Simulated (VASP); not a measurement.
Wanted: the native input for a VASP 6.6.1 run.

```
Task                   : single point
Functional             : PBE
Potentials or basis    : VASP PAW PBE potentials, release 64 (H)
Cutoff                 : 520 eV
k mesh                 : 3 × 3 × 2
Occupations            : tetrahedron
Spin                   : collinear spin
Starting moments       : [1.03, 1.03] μB
Dipole correction      : no
Further INCAR settings : ALGO = Normal; EDIFF = 1e-07; NBANDS = 12
```

The structure of H lies in POSCAR:

```
H
1.0
    5.1702470185      0.0000000000      0.0000000000
   -2.5851235093      4.4775652619      0.0000000000
    0.0000000000      0.0000000000      3.8495250000
H
2
Direct
    0.3333333333      0.6666666667      0.2500000000
    0.6666666667      0.3333333333      0.7500000000
```

The input as run:

INCAR

```
SYSTEM = H
PREC     = Accurate       ! precision mode
ENCUT    = 520            ! plane-wave cutoff, eV
EDIFF    = 1E-7           ! SCF threshold, eV
ISMEAR   = -4             ! smearing method
SIGMA    = 0.1            ! smearing width, eV
LREAL    = .FALSE.        ! projectors in reciprocal space
LASPH    = .TRUE.         ! aspherical terms in the spheres
NELM     = 150            ! most SCF steps
ALGO     = Normal         ! electronic algorithm
ISIF     = 2              ! what is computed and relaxed
LWAVE    = .FALSE.        ! write WAVECAR
LCHARG   = .TRUE.         ! write CHGCAR
ISPIN    = 2              ! spin polarisation
MAGMOM   = 1.03 1.03      ! initial moments
LORBIT   = 11             ! projections on sites
GGA      = PE             ! functional
LELF     = .TRUE.         ! ELF
LVHAR    = .TRUE.       
NBANDS   = 12             ! bands
```

KPOINTS

```
regular mesh
0
G
  3 3 2
  0 0 0
```

Potentials or basis: VASP PAW PBE potentials, release 64 (H).

The run is started by

```bash
$ cat potpaw_PBE.64/H/POTCAR > POTCAR
$ mpirun -np 1 vasp_std > vasp.out
```

Results of the run:

```json
{"Pressure": "0.1 GPa", "Band gap on the k mesh": "6.61 eV (least direct gap 7.31 eV)", "Net moment": "2.00 μB per cell", "Site moments": "H +0.38 μB", "Valence electrons inside the program's atomic spheres": "H 0.38"}
```

Caveat: the k points lie up to 0.82 Å⁻¹ apart, too coarse for converged energies, forces and pressures; the atoms stand far beyond bonding distance.

It took 58 s on 1 thread of AMD EPYC 7R13 (shared host), peak memory 0.19 GiB.
